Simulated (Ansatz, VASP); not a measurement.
## Two plane-wave programs on Nb

```xyz
1
Lattice="-0.0211 2.1044 2.1044 2.1044 -0.0211 2.1044 2.1044 2.1044 -0.0211" Properties=species:S:1:pos:R:3 pbc="T T T"
Nb    0.0000    0.0000    0.0000
```

Change from the starting cell: equal xy, yz and zx shear strains of -1 %, PAW files.

Alike in both runs: task electric field gradients; functional LDA; k mesh 13 × 13 × 13; occupations fermi-dirac, width 0.03 eV; no spin polarisation.

|  | VASP | Ansatz |
| --- | --- | --- |
| version | VASP 6.6.1 | Ansatz 0.2.0 |
| potentials or method | VASP PAW LDA potentials, release 64 (Nb_sv) | PAW with Ansatz's default frozen-core files, scalar-relativistic |
| plane-wave cutoff (eV) | 520 | 420 |
| valence electrons in the cell | 13 | 13 |

|  | VASP | Ansatz | Ansatz less VASP |
| --- | --- | --- | --- |
| pressure (GPa) | -10.4 | -10.3 | +0.11 |
| traceless stress, the component that is largest in VASP (GPa) | -0.46 | -0.46 | +0.002 |
| size of Vzz on the site where it differs most (V/Å²) | 2.1 | 1.3 | -0.80 |

LDA's correlation is that of Perdew and Zunger in VASP and of Perdew and Wang (1992) in Ansatz.
